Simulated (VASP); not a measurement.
Input of a VASP 6.6.1 run:

Contents of INCAR:

```
PREC = Accurate
ENCUT = 520
EDIFF = 1E-7
ISMEAR = -1
SIGMA = 0.05
LREAL = F
LASPH = T
NELM = 150
ALGO = Normal
ISIF = 2
LWAVE = F
LCHARG = T
ISPIN = 2
MAGMOM = 0.5 0.5
LORBIT = 11
LMAXMIX = 4
GGA = PS
LELF = T
LVHAR = T
NBANDS = 21
```

The input KPOINTS:

```
regular mesh
0
Gamma
  13 13 7
```

The input POSCAR:

```
Pd
1.0
    2.7170317145      0.0000000000      0.0000000000
   -1.3585158572      2.3530184876      0.0000000000
    0.0000000000      0.0000000000      4.5729788179
Pd
2
Direct
    0.3333333333      0.6666666667      0.2500000000
    0.6666666667      0.3333333333      0.7500000000
```

Potentials or basis: VASP PAW PBE potentials, release 64 (Pd).

Launch:

```sh
$ cat potpaw_PBE.64/Pd/POTCAR > POTCAR
$ mpirun -np 1 vasp_std > vasp.out
```

Problem. Estimate the pressure.

Solution. -0.3 GPa.

Problem. Predict the net moment.

Solution. 0.00 μB per cell.

Problem. Estimate the band gap on the k mesh.

Solution. Zero (filled and empty bands overlap).

Stress tensor (GPa, compression positive):
```
-0.27  0.00  0.00
 0.00 -0.27  0.00
 0.00  0.00 -0.40
```

Caveat: the PAW data sets were made with another functional, which shifts forces and pressure a little.
